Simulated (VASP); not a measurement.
Wanted: the native input for a VASP 6.6.1 run.

| Item | Value |
| --- | --- |
| Task | single point |
| Functional | r2SCAN |
| Potentials or basis | VASP PAW PBE potentials, release 64 (Na_pv, I) |
| Cutoff | 520 eV |
| k mesh | 8 × 8 × 8 |
| Occupations | gaussian, width 0.05 eV |
| Spin | no spin polarisation |
| Dipole correction | no |
| Further INCAR settings | ALGO = Normal; EDIFF = 1e-06; NBANDS = 14 |

NaI:

```
Na I
1.0
     0.00000    3.63292    2.56847
     3.63292    0.00000    2.56847
     3.63292    3.63292    0.00000
Na I
1 1
Direct
  0.00000 0.00000 0.00000
  0.50000 0.50000 0.50000
```

This cell differs from its parent crystal: ratio of the length along z to the lengths across it x 0.707, volume and fractional coordinates fixed.

The input as run:

POSCAR

```
NaI
1.0
    0.0000000000      3.6329190531      2.5684737705
    3.6329190531      0.0000000000      2.5684737705
    3.6329190531      3.6329190531      0.0000000000
Na I
1 1
Direct
    0.0000000000      0.0000000000      0.0000000000
    0.5000000000      0.5000000000      0.5000000000
```

INCAR.step1

```
PREC = Accurate
ENCUT = 520
ISMEAR = 0
SIGMA = 0.05
LREAL = False
LASPH = True
NELM = 100
NBANDS = 14
GGA = PE
ALGO = Normal
EDIFF = 1E-4
LWAVE = True
LCHARG = False
```

INCAR.step2

```
PREC = Accurate
ENCUT = 520
EDIFF = 1E-6
ISMEAR = 0
SIGMA = 0.05
LREAL = False
LASPH = True
NELM = 100
ALGO = Normal
ISIF = 2
LWAVE = False
LCHARG = False
METAGGA = R2SCAN
LMIXTAU = True
NBANDS = 14
ISTART = 1
```

KPOINTS

```
Automatic mesh
0
Gamma
  8 8 8
```

Potentials or basis: VASP PAW PBE potentials, release 64 (Na_pv, I).

Run with:

```sh
$ cat potpaw_PBE.64/Na_pv/POTCAR potpaw_PBE.64/I/POTCAR > POTCAR
$ cp INCAR.step1 INCAR
$ mpirun -np 1 vasp_std > vasp.out
$ cp INCAR.step2 INCAR
$ mpirun -np 1 vasp_std > vasp.out
```

It gave:

```
Pressure               : 6.6 GPa
Band gap on the k mesh : 4.37 eV
```

Caveat: the cell stands under pressure; the PAW data sets were made with another functional, which shifts forces and pressure a little; spin-orbit coupling is left out, which moves the levels of the heavy elements.

It took 8.2 min on 1 thread of AMD EPYC 7R43 64-Core Processor (Zen 3), with other jobs on the host, peak memory 0.22 GiB.
